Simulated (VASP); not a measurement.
Runs of VASP 6.6.1 on Al3GaSb4. The structure is that of space group I-42m (No. 121), or close to it. The cells are those of the table. 

| task | cell | k mesh | cutoff (eV) | smearing | gap on the mesh (eV) | pressure (GPa) | largest force (eV/Å) |
| --- | --- | --- | --- | --- | --- | --- | --- |
| single point | a = 6.222, b = 6.222, c = 7.621 Å, angles 114.1, 114.1, 90.0°, 8 atoms | 4 × 4 × 4 | 520 | gaussian 0.1 eV | 0.73 | 0.1 | 0.01 |
| relaxation of shape and atoms at fixed volume | relaxed from a = 7.867 Å, angles 131.8, 131.8, 70.5°, 8 atoms | 6 × 6 × 6 | 600 | gaussian 0.02 eV | (b) | -3.6 | 0.01 |
| single point | a = 7.544 Å, angles 131.8, 131.8, 70.5°, 8 atoms | 6 × 6 × 6 | 520 | gaussian 0.02 eV | 0.80 | 1.8 | 0.02 |
| single point | a = 7.385 Å, angles 131.8, 131.8, 70.5°, 8 atoms | 6 × 6 × 6 | 520 | gaussian 0.02 eV | (a) | 5.9 | 0.02 |
| single point | a = 7.621 Å, angles 131.8, 131.8, 70.5°, 8 atoms | 4 × 4 × 4 | 520 | gaussian 0.1 eV | 0.73 | 0.1 | 0.01 |

Alike in all rows: level PBE; potentials or basis VASP PAW PBE potentials, release 64 (Al, Ga_d, Sb); no spin polarisation.

Estimate the missing entries.

(a) 0.93; (b) 0.19.

Caveats: spin-orbit coupling is left out, which moves the levels of the heavy elements; the relaxation stopped at its first step, so nothing moved (some runs).

A k mesh can miss the band edges, and the runs leave out spin-orbit coupling on Ga, Sb.
